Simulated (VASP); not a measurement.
A run of VASP 6.6.1:

File INCAR:

```
SYSTEM = CaO
  ALGO = Normal
  EDIFF = 1E-8
  ENCUT = 520
  GGA = CA
  IBRION = 8
  ISIF = 2
  ISMEAR = -1
  LASPH = .TRUE.
  LCHARG = .TRUE.
  LREAL = .FALSE.
  LWAVE = .FALSE.
  NBANDS = 15
  NELM = 60
  NSW = 1
  PREC = Accurate
  SIGMA = 0.05
```

Contents of KPOINTS:

```
k-points
0
G
  7 7 7
  0 0 0
```

Contents of POSCAR:

```
CaO
1.0
    0.0000000000      2.4035556960      2.4035556960
    2.4035556960      0.0000000000      2.4035556960
    2.4035556960      2.4035556960      0.0000000000
Ca O
1 1
Direct
    0.0000000000      0.0000000000      0.0000000000
    0.5000000000      0.5000000000      0.5000000000
```

Potentials or basis: VASP PAW LDA potentials, release 64 (Ca_sv, O).

Run with:

```console
$ cat potpaw_LDA.64/Ca_sv/POTCAR potpaw_LDA.64/O/POTCAR > POTCAR
$ mpirun -np 1 vasp_std > vasp.out
```

Hardware: 1 thread of AMD EPYC 7R43 64-Core Processor (Zen 3), on a shared host.

Q: Estimate the wall time of this run.

A: It took 2.3 min on 1 thread of AMD EPYC 7R43 64-Core Processor (Zen 3), on a shared host, peak memory 0.16 GiB. Counts: scf iterations 50, k points 20.
